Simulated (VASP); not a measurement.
A run of VASP 6.6.1 is set up as follows.

INCAR

```
PREC     = Accurate       # precision mode
ENCUT    = 520            # plane-wave cutoff, eV
EDIFF    = 1E-6           # SCF threshold, eV
ISMEAR   = -1             # smearing method
SIGMA    = 0.05           # smearing width, eV
LREAL    = False          # projectors in reciprocal space
LASPH    = True           # aspherical terms in the spheres
NELM     = 80             # most SCF steps
ALGO     = Normal         # electronic algorithm
ISIF     = 2              # what is computed and relaxed
LWAVE    = False          # write WAVECAR
LCHARG   = False          # write CHGCAR
GGA      = PE             # functional
NBANDS   = 31             # bands
```

File KPOINTS:

```
Automatic mesh
0
Gamma
  6 4 4
```

Contents of POSCAR:

```
HPbNO4
1.0
    4.2753100000     -0.0004000000      0.0063600000
   -2.0839900000      5.2077500000     -0.0490700000
   -2.1237700000     -1.8657400000      4.9149100000
H Pb N O
1 1 1 4
Direct
    0.9907300000      0.0333000000      0.9099400000
    0.5027400000      0.8198900000      0.1428700000
    0.0083800000      0.4740800000      0.5026500000
    0.9981600000      0.9274100000      0.0287700000
    0.1946700000      0.7343500000      0.6085200000
    0.8167300000      0.3588200000      0.2455600000
    0.0138100000      0.3312100000      0.6521700000
```

Potentials or basis: VASP PAW PBE potentials, release 64 (H, Pb_d, N, O).

Run with:

```console
$ cat potpaw_PBE.64/H/POTCAR potpaw_PBE.64/Pb_d/POTCAR potpaw_PBE.64/N/POTCAR potpaw_PBE.64/O/POTCAR > POTCAR
$ mpirun -np 1 vasp_std > vasp.out
```

Question: Estimate the band gap on the k mesh.

Answer: 2.84 eV (least direct gap 3.14 eV).

Question: Estimate the pressure.

Answer: 0.6 GPa.

Question: Predict the largest force.

Answer: 0.387 eV/Å.

Stress tensor (GPa, compression positive):
```
-0.16  0.02  0.03
 0.02  0.99 -0.11
 0.03 -0.11  0.97
```

Caveat: spin-orbit coupling is left out, which moves the levels of the heavy elements. A k mesh can miss the band edges.
